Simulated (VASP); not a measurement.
# Pd (Fm-3m) in VASP: a series of runs

Runs on Pd. Level: PBEsol. Tasks: single point.

All numbers are computed with VASP 6.6.1; they aren't measurements. Logs are shortened: lines on timing, memory, paths and dates and some standing lists are left out, and cuts for length are marked.

### Step 1. The cell of the first run

The structure is cubic, space group Fm-3m (No. 225). The conventional cell has a = 3.980 Å, b = 3.980 Å, c = 3.980 Å, α = 90.00°, β = 90.00°, γ = 90.00°. Within 3.7 Å of Pd (site symmetry m-3m) lie 12 Pd at 2.81 Å.

### Step 2. Single point, PBEsol (volume scaled by 1.08)

Input file INCAR:

```
SYSTEM = Pd
PREC = Accurate
ENCUT = 520
EDIFF = 1E-6
ISMEAR = -1
SIGMA = 0.1
LREAL = .FALSE.
LASPH = .TRUE.
NELM = 60
ALGO = Normal
ISIF = 2
LWAVE = .FALSE.
LCHARG = .FALSE.
GGA = PS
NBANDS = 11
```

Input file KPOINTS:

```
Automatic mesh
0
G
  23 23 23
  0 0 0
```

Input file POSCAR:

```
Pd
1.0
    0.0000000000      1.9897637410      1.9897637410
    1.9897637410      0.0000000000      1.9897637410
    1.9897637410      1.9897637410      0.0000000000
Pd
1
Direct
    0.0000000000      0.0000000000      0.0000000000
```

Potentials or basis: VASP PAW PBE potentials, release 64 (Pd).

Run with:

```
$ cat potpaw_PBE.64/Pd/POTCAR > POTCAR
$ mpirun -np 1 vasp_std > vasp.out
```

OUTCAR:

```text
SYSTEM = Pd
   PREC = Accurate
   ENCUT = 520
   EDIFF = 1E-6
   ISMEAR = -1
   LREAL = .FALSE.
   LASPH = .TRUE.
   NELM = 60
   ISIF = 2
   GGA = PS

 ion  position               nearest neighbor table
   1  0.000  0.000  0.000-

  LATTYP: Found a face centered cubic cell.
 ALAT       =     3.9795274820

  Lattice vectors:

 A1 = (   0.0000000000,   1.9897637410,   1.9897637410)
 A2 = (   1.9897637410,   0.0000000000,   1.9897637410)
 A3 = (   1.9897637410,   1.9897637410,   0.0000000000)

Analysis of symmetry for initial positions (statically):
=====================================================================
 Subroutine PRICEL returns:
 Original cell was already a primitive cell.

 Routine SETGRP: Setting up the symmetry group for a
 face centered cubic supercell.

 Subroutine GETGRP returns: Found 48 space group operations
 (whereof 48 operations were pure point group operations)
 out of a pool of 48 trial point group operations.

The static configuration has the point symmetry O_h .

Analysis of symmetry for dynamics (positions and initial velocities):
=====================================================================
 Subroutine PRICEL returns:
 Original cell was already a primitive cell.

 Routine SETGRP: Setting up the symmetry group for a
 face centered cubic supercell.

 Subroutine GETGRP returns: Found 48 space group operations
 (whereof 48 operations were pure point group operations)
 out of a pool of 48 trial point group operations.

The dynamic configuration has the point symmetry O_h .

 Subroutine INISYM returns: Found 48 space group operations
 (whereof 48 operations are pure point group operations),
 and found     1 'primitive' translations

----------------------------------------------------------------------------------------

                                     Primitive cell

  volume of cell :      15.7556

  direct lattice vectors                    reciprocal lattice vectors
     0.000000000  1.989763741  1.989763741    -0.251286115  0.251286115  0.251286115
     1.989763741  0.000000000  1.989763741     0.251286115 -0.251286115  0.251286115
     1.989763741  1.989763741  0.000000000     0.251286115  0.251286115 -0.251286115

  length of vectors
     2.813950868  2.813950868  2.813950868     0.435240318  0.435240318  0.435240318

  position of ions in fractional coordinates (direct lattice)
     0.000000000  0.000000000  0.000000000

  ion indices of the primitive-cell ions
   primitive index   ion index
                 1           1

----------------------------------------------------------------------------------------

 KPOINTS: Automatic mesh

Automatic generation of k-mesh.
 Grid dimensions read from file:
 generate k-points for:   23   23   23

 Generating k-lattice:

  Cartesian coordinates                     Fractional coordinates (reciprocal lattice)
    -0.010925483  0.010925483  0.010925483     0.043478261  0.000000000  0.000000000
     0.010925483 -0.010925483  0.010925483     0.000000000  0.043478261  0.000000000
     0.010925483  0.010925483 -0.010925483     0.000000000  0.000000000  0.043478261

  Length of vectors
     0.018923492  0.018923492  0.018923492

  Shift w.r.t. Gamma in fractional coordinates (k-lattice)
     0.000000000  0.000000000  0.000000000

 Subroutine IBZKPT returns following result:
 ===========================================

 Found    364 irreducible k-points:

 Following reciprocal coordinates:
            Coordinates               Weight
  0.000000  0.000000  0.000000      1.000000
  0.043478  0.000000  0.000000      8.000000
  0.086957  0.000000  0.000000      8.000000
  0.130435  0.000000  0.000000      8.000000
  0.173913  0.000000  0.000000      8.000000
  0.217391  0.000000  0.000000      8.000000
[... 16 lines left out ...]
  0.478261  0.043478  0.000000     24.000000
 -0.478261  0.043478  0.000000     24.000000
 [... further k-points ...]
   k-points           NKPTS =    364   k-points in BZ     NKDIM =    364   number of bands    NBANDS=     11
   number of dos      NEDOS =    301   number of ions     NIONS =      1
   total plane-waves  NPLWV =  13824
   dimension x,y,z NGX =    24 NGY =   24 NGZ =   24
   dimension x,y,z NGXF=    48 NGYF=   48 NGZF=   48
   ions per type =               1
   NGX,Y,Z   is equivalent  to a cutoff of  14.18, 14.18, 14.18 a.u.
   NGXF,Y,Z  is equivalent  to a cutoff of  28.36, 28.36, 28.36 a.u.
 SYSTEM =  Pd
   PREC   = accura    normal or accurate (medium, high low for compatibility)
   ISTART =      0    job   : 0-new  1-cont  2-samecut
   ICHARG =      2    charge: 1-file 2-atom 10-const
   ISPIN  =      1    spin polarized calculation?
   LNONCOLLINEAR =      F non collinear calculations
   LSORBIT =      F    spin-orbit coupling
   LASPH  =      T    aspherical Exc in radial PAW
   ENCUT  =  520.0 eV  38.22 Ry    6.18 a.u.   5.23  5.23  5.23*2*pi/ulx,y,z
   NELM   =     60;   NELMIN=  2; NELMDL= -5     # of ELM steps
   EDIFF  = 0.1E-05   stopping-criterion for ELM
   LREAL  =      F    real-space projection
   EDIFFG = 0.1E-04   stopping-criterion for IOM
   NSW    =      0    number of steps for IOM
   IBRION =     -1    ionic relax: 0-MD 1-quasi-New 2-CG
   NFREE  =      0    steps in history (QN), initial steepest desc. (CG)
   ISIF   =      2    stress and relaxation
   ISYM   =      2    0-nonsym 1-usesym 2-fastsym
   POTIM  = 0.5000    time-step for ionic-motion
   TEBEG  =    0.0;   TEEND  =   0.0 temperature during run
   PSTRESS=    0.0 pullay stress
   NELECT =      10.0000    total number of electrons
   NUPDOWN=      -1.0000    fix difference up-down
   EMIN   =  10.00;   EMAX   =-10.00  energy-range for DOS
   EFERMI =   0.00;   METHOD = LEGACY
   ISMEAR =    -1;   SIGMA  =   0.10  broadening in eV -4-tet -1-fermi 0-gaus
   EFERMI_NEDOS =   21; number of points for ismear=-14 and -15
   IALGO  =     38    algorithm
   IMIX   =      4    mixing-type and parameters
     AMIX     =   0.40;   BMIX     =  1.00
     AMIX_MAG =   1.60;   BMIX_MAG =  1.00
  volume/ion in A,a.u.               =      15.76       106.32
  Fermi-wavevector in a.u.,A,eV,Ry     =   1.406900  2.658656 26.930942  1.979368
  Thomas-Fermi vector in A             =   2.529214
   LORBIT       =      0    0 simple, 1 ext, 2 COOP (PROOUT), +10 PAW based schemes
   GGA     = PS    functional components
   LHFCALC =     F    Hartree Fock is set to
   AEXX    =    0.0000 exact exchange contribution
   IVDW    =     0    specifies the selected vdW correction
   LEPSILON=     F    determine dielectric tensor
   LRPA    =     F    only Hartree local field effects (RPA)
 non-spin polarized calculation
  energy-cutoff  :      520.00
  volume of cell :       15.76
 maximum number of plane-waves:       444
 NGX is ok and might be reduce to    24
   NGX = 11   NGY = 11   NGZ = 11

 number of electron      10.0000001 magnetization

 Free energy of the ion-electron system (eV)
  ---------------------------------------------------
  ext. energy  EPLUGINS =         0.00000000
  ---------------------------------------------------
  free energy    TOTEN  =        -5.94342268 eV

  energy without entropy =       -5.87561925  energy(sigma->0) =       -5.90952096

 E-fermi :   8.5694     XC(G=0): -12.9747

 val. band max:        8.5621162030   @ k =   0.4348   0.2609   0.0000
 cond. band min:       8.5696384447   @ k =   0.4348   0.3043   0.0000
 fundamental gap:      0.0075222417
 Fermi energy:         8.5694185534

 k-point     1 :       0.0000    0.0000    0.0000
  band No.  band energies     occupation
      1       1.8081      2.00000
      2       5.9776      2.00000
      3       5.9776      2.00000
      4       5.9776      2.00000
      5       7.4399      1.99998
      6       7.4399      1.99998
      7      25.6216      0.00000
      8      30.0136      0.00000
      9      30.0136      0.00000
     10      30.0136      0.00000
     11      34.7011      0.00000

 k-point     2 :       0.0435    0.0000    0.0000
  band No.  band energies     occupation
      1       1.8733      2.00000
      2       5.9552      2.00000
      3       5.9997      2.00000
      4       5.9997      2.00000
      5       7.4293      1.99998
      6       7.4293      1.99998
      7      25.6836      0.00000
      8      29.5213      0.00000
      9      30.0803      0.00000
     10      30.0803      0.00000
     11      34.8691      0.00000

 k-point     3 :       0.0870    0.0000    0.0000
  band No.  band energies     occupation
      1       2.0652      2.00000
      2       5.8947      2.00000
      3       6.0611      2.00000
      4       6.0611      2.00000
      5       7.4033      1.99998
      6       7.4033      1.99998
      7      25.8333      0.00000
      8      28.4230      0.00000
      9      30.2722      0.00000
     10      30.2722      0.00000
     11      35.0391      0.00000

 k-point     4 :       0.1304    0.0000    0.0000
  band No.  band energies     occupation
      1       2.3704      2.00000
      2       5.8166      2.00000
      3       6.1452      2.00000
      4       6.1452      2.00000
      5       7.3799      1.99999
      6       7.3799      1.99999
      7      25.8680      0.00000
      8      27.2550      0.00000
      9      30.5631      0.00000
     10      30.5631      0.00000
     11      34.6040      0.00000
[... 239 lines left out ...]
 k-point    22 :       0.4348    0.0435    0.0000
  band No.  band energies     occupation
      1       3.7773      2.00000
      2       5.9519      2.00000
      3       6.0343      2.00000
      4       7.8685      1.99819
      5       8.4471      1.54523
      6       9.1530      0.00582
      7      16.5733      0.00000
      8      25.2013      0.00000
      9      28.7698      0.00000
     10      29.2739      0.00000
     11      34.7312      0.00000

 k-point    23 :       0.4783    0.0435    0.0000
  band No.  band energies     occupation
      1       3.7512      2.00000
      2       5.9164      2.00000
      3       5.9929      2.00000
      4       8.1225      1.97736
      5       8.5180      1.25159
      6       9.7661      0.00001
      7      15.6000      0.00000
      8      25.0336      0.00000
      9      28.6728      0.00000
     10      28.7905      0.00000
     11      34.8687      0.00000

 k-point    24 :      -0.4783    0.0435    0.0000
  band No.  band energies     occupation
      1       3.7440      2.00000
      2       5.9110      2.00000
      3       5.9783      2.00000
      4       8.2091      1.94696
      5       8.5040      1.31575
      6       9.9739      0.00000
      7      15.3132      0.00000
      8      24.9887      0.00000
      9      28.5306      0.00000
     10      28.7950      0.00000
     11      34.8741      0.00000

 [... further k-points ...]
[... 5 lines left out ...]
  --------------------------------------------------------------------------------------
  -------------------------------------------------------------------------------------
  Total       -1.2752596     -1.2752596     -1.2752596      0.0000000     -0.0000000      0.0000000
  in kB     -129.6804971   -129.6804971   -129.6804971      0.0000000     -0.0000000      0.0000000
  external PRESSURE =    -129.6804971 kB  Pullay stress =       0.0000000 kB

 VOLUME and BASIS-vectors are now :
 -----------------------------------------------------------------------------
  energy-cutoff  :      520.00
  volume of cell :       15.76
      direct lattice vectors                 reciprocal lattice vectors
     0.000000000  1.989763741  1.989763741    -0.251286115  0.251286115  0.251286115
     1.989763741  0.000000000  1.989763741     0.251286115 -0.251286115  0.251286115
     1.989763741  1.989763741  0.000000000     0.251286115  0.251286115 -0.251286115

 POSITION                                       TOTAL-FORCE (eV/Angst)
 -----------------------------------------------------------------------------------
      0.00000      0.00000      0.00000         0.000000     -0.000000      0.000000
 -----------------------------------------------------------------------------------
    total drift:                                0.000000      0.000000      0.000000

  FREE ENERGIE OF THE ION-ELECTRON SYSTEM (eV)
  ---------------------------------------------------
  free  energy   TOTEN  =        -5.9434226762 eV

  energy  without entropy=       -5.8756192532  energy(sigma->0) =       -5.90952096
```

Run time: 45 s. Hardware: 1 thread of Intel Xeon Platinum 8259CL at 2.50GHz (Skylake/Cascade Lake), shared host; peak memory 0.19 GiB.

What came out:

* Free energy: -5.9434 eV
* Pressure: -13.0 GPa
* Band gap on the k mesh: zero (band 5 reaches 8.79 eV, above the bottom of band 6 at 7.38 eV)

Levels at points of the mesh, in eV from the Fermi level:
```tsv
k point	band 2	band 3	band 4	band 5	band 6	band 7	band 8	band 9
(0.00, 0.00, 0.00)	-2.59	-2.59	-2.59	-1.13	-1.13	17.05	21.44	21.44
```

Caveat: the cell differs from its parent crystal (volume scaled by 1.08); the PAW data sets were made with another functional, which shifts forces and pressure a little.

### Step 3. Single point, PBEsol, collinear spin, ferromagnetic start

This run uses another cell than the first one, of 14.58 Å³/atom, 0.926 times its volume.

Input file INCAR:

```
SYSTEM = Pd
PREC = Accurate ; ENCUT = 520
EDIFF = 1E-6 ; ISMEAR = -1
SIGMA = 0.05 ; LREAL = .False.
LASPH = .True. ; NELM = 150
ALGO = Normal ; ISIF = 2
LWAVE = .False. ; LCHARG = .False.
ISPIN = 2 ; MAGMOM = 0.5
LORBIT = 11 ; LMAXMIX = 4
GGA = PS ; NBANDS = 15
```

Input file KPOINTS:

```
Automatic mesh
0
Gamma
  14 14 14
  0 0 0
```

Input file POSCAR:

```
Pd
1.0
    0.0000000000      1.9391912855      1.9391912855
    1.9391912855      0.0000000000      1.9391912855
    1.9391912855      1.9391912855      0.0000000000
Pd
1
Direct
    0.0000000000      0.0000000000      0.0000000000
```

Potentials or basis: VASP PAW PBE potentials, release 64 (Pd).

Run with:

```
$ cat potpaw_PBE.64/Pd/POTCAR > POTCAR
$ mpirun -np 1 vasp_std > vasp.out
```

Run time: 38 s. Hardware: 1 thread of Intel Xeon Platinum 8259CL at 2.50GHz (Skylake/Cascade Lake), shared host; peak memory 0.15 GiB.

The run converged. Its results:

- Free energy: -5.9620 eV
- Pressure: -0.3 GPa
- Net moment: 0.31 μB per cell
- Site moments: Pd +0.31 μB
- Valence electrons inside the program's atomic spheres: Pd 9.45

Levels at points of the mesh, in eV from the Fermi level:
Spin up:
```tsv
k point	band 3	band 4	band 5	band 6	band 7	band 8
(0.00, 0.00, 0.00)	-3.04	-3.04	-1.36	-1.36	17.10	21.94
(0.50, 0.00, 0.00)	-3.07	-0.16	-0.16	0.87	7.26	16.47
(0.50, 0.50, 0.00)	-0.16	0.15	0.15	3.22	10.75	13.14
```
Spin down:
```
           k point  band 3  band 4  band 5  band 6  band 7  band 8
(0.00, 0.00, 0.00)   -2.81   -2.81   -1.16   -1.16   17.13   21.96
(0.50, 0.00, 0.00)   -2.87    0.09    0.09    0.89    7.42   16.48
(0.50, 0.50, 0.00)    0.05    0.42    0.42    3.25   10.87   13.18
```

Caveat: the PAW data sets were made with another functional, which shifts forces and pressure a little.
